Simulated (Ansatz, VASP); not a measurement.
**AgCl in VASP and in Ansatz**

File INCAR:

```
PREC     = Accurate       # precision mode
ENCUT    = 520            # plane-wave cutoff, eV
EDIFF    = 1E-7           # SCF threshold, eV
ISMEAR   = -1             # smearing method
SIGMA    = 0.05           # smearing width, eV
LREAL    = F              # projectors in reciprocal space
LASPH    = T              # aspherical terms in the spheres
NELM     = 60             # most SCF steps
ALGO     = Normal         # electronic algorithm
ISIF     = 2              # what is computed and relaxed
LWAVE    = F              # write WAVECAR
LCHARG   = F              # write CHGCAR
GGA      = CA             # functional
NBANDS   = 16             # bands
```

KPOINTS

```
regular mesh
0
Gamma
  8 8 8
```

POSCAR

```
AgCl
1.0
    0.0000000000      2.7531131106      2.7531131106
    2.7531131106      0.0000000000      2.7531131106
    2.7531131106      2.7531131106      0.0000000000
Ag Cl
1 1
Direct
    0.0000000000      0.0000000000      0.0000000000
    0.5000000000      0.5000000000      0.5000000000
```

The input input.yaml:

```yaml
crystal:
  lattice:
    - [0.0, 2.7531131106, 2.7531131106]
    - [2.7531131106, 0.0, 2.7531131106]
    - [2.7531131106, 2.7531131106, 0.0]
  atoms:
    - { symbol: Ag, position: [0.0, 0.0, 0.0] }
    - { symbol: Cl, position: [0.5, 0.5, 0.5] }
kpoints:
  mp_grid: { grid: [8, 8, 8] }
scf:
  occupations: { method: fermi_dirac, width: 0.05 }
hamiltonian:
  xc: lda
  pseudopotentials: { kind: all_electron, lapw: { basis_error: 0.001 } }
output:
  forces: true
  stress: true
  eigenvalues: true
```

Change from the starting cell: volume scaled by 1.02.

Alike in both runs: task single point; functional LDA; k mesh 8 × 8 × 8; occupations fermi-dirac, width 0.05 eV; no spin polarisation.

```csv
,VASP,Ansatz
version,VASP 6.6.1,Ansatz 0.2.0
potentials or method,"VASP PAW LDA potentials, release 64 (Ag, Cl), cutoff 520 eV","all-electron LAPW, scalar-relativistic"
```

Ansatz gave:

| Property | Result |
| --- | --- |
| gap on the k mesh at the Fermi level (eV) | 0.61 |
| least direct gap on the mesh (eV) | 3.01 |
| pressure (GPa) | -4.7 |

What did VASP give for the same quantities?

gap on the k mesh at the Fermi level (eV): 0.64; least direct gap on the mesh (eV): 3.03; pressure (GPa): -4.7.

LDA's correlation is that of Perdew and Zunger in VASP and of Perdew and Wang (1992) in Ansatz. Ansatz ran all-electron here, and VASP with PAW potentials.
